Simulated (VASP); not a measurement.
# Ta4H3: single point with PBE

Crystal: Ta4H3.

```
Ta H
1.0
    -2.28020    2.28020    3.80155
     2.28020   -2.28020    3.80155
     2.28020    2.28020   -3.80155
Ta H
4 3
Direct
  0.23857 0.23857 0.00000
  0.50000 0.00000 0.50000
  0.00000 0.50000 0.50000
  0.76143 0.76143 0.00000
  0.75000 0.25000 0.50000
  0.25000 0.75000 0.50000
  0.50000 0.50000 0.00000
```

```
Program                : VASP 6.6.1
Task                   : single point
Functional             : PBE
Potentials or basis    : VASP PAW PBE potentials, release 64 (Ta_pv, H)
Cutoff                 : 520 eV
k mesh                 : 10 × 10 × 10
Occupations            : gaussian, width 0.1 eV
Spin                   : no spin polarisation
Dipole correction      : no
Further INCAR settings : ALGO = Normal; EDIFF = 1e-06; NBANDS = 32
```

```yaml
Pressure: 0.1 GPa
Largest_force: 0.017 eV/Å
```

Forces in eV/Å, atoms in the order of the input:
```
Ta   0.000  0.000 -0.017
Ta   0.000  0.000  0.000
Ta   0.000  0.000  0.000
Ta   0.000  0.000  0.017
H    0.000  0.000  0.000
H    0.000  0.000  0.000
H    0.000  0.000  0.000
```

Levels at points of the mesh, in eV from the Fermi level:
```csv
k point,band 22,band 23,band 24,band 25,band 26,band 27
"(0.00, 0.00, 0.00)",-0.23,-0.23,1.13,1.78,1.79,1.91
"(0.50, 0.00, 0.00)",-1.70,-1.65,-1.31,1.88,2.20,2.43
"(0.50, 0.50, 0.00)",-0.69,-0.51,-0.35,0.42,0.64,1.02
"(0.50, 0.50, 0.50)",0.71,0.84,0.95,0.95,1.35,1.35
```

It took 11 min on 1 thread of AMD EPYC 7R13, on a shared host, peak memory 0.34 GiB.

Caveat: spin-orbit coupling is left out, which moves the levels of the heavy elements.
